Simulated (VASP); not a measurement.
Pb, 1 atom in the cell. It takes space group Fm-3m (No. 225, cubic). The conventional cell has a = 4.886 Å, b = 4.886 Å, c = 4.886 Å, α = 90.00°, β = 90.00°, γ = 90.00°. Within 4.5 Å of Pb (site symmetry m-3m) lie 12 Pb at 3.45 Å. 

```yaml
Program: VASP 6.6.1
Task: single point
Functional: PBEsol
Dispersion: D4
Potentials_or_basis: VASP PAW PBE potentials, release 64 (Pb_d)
Cutoff: 520 eV
k_mesh: 9 × 9 × 9
Occupations: fermi-dirac, width 0.05 eV
Spin: no spin polarisation
Dipole_correction: no
Further_INCAR_settings: ALGO = Normal; EDIFF = 1e-06; NBANDS = 13
```

Potentials or basis: VASP PAW PBE potentials, release 64 (Pb_d).

Launch:

```console
$ cat potpaw_PBE.64/Pb_d/POTCAR > POTCAR
$ mpirun -np 1 vasp_std > vasp.out
```

Hardware: 1 thread of AMD EPYC 9R45 96-Core Processor (Zen 5), on a shared host.

Problem. How long does it take, and how much memory?

Solution. It took 7.3 s on 1 thread of AMD EPYC 9R45 96-Core Processor (Zen 5), on a shared host, peak memory 0.13 GiB. Counts: scf iterations 10, k points 35.
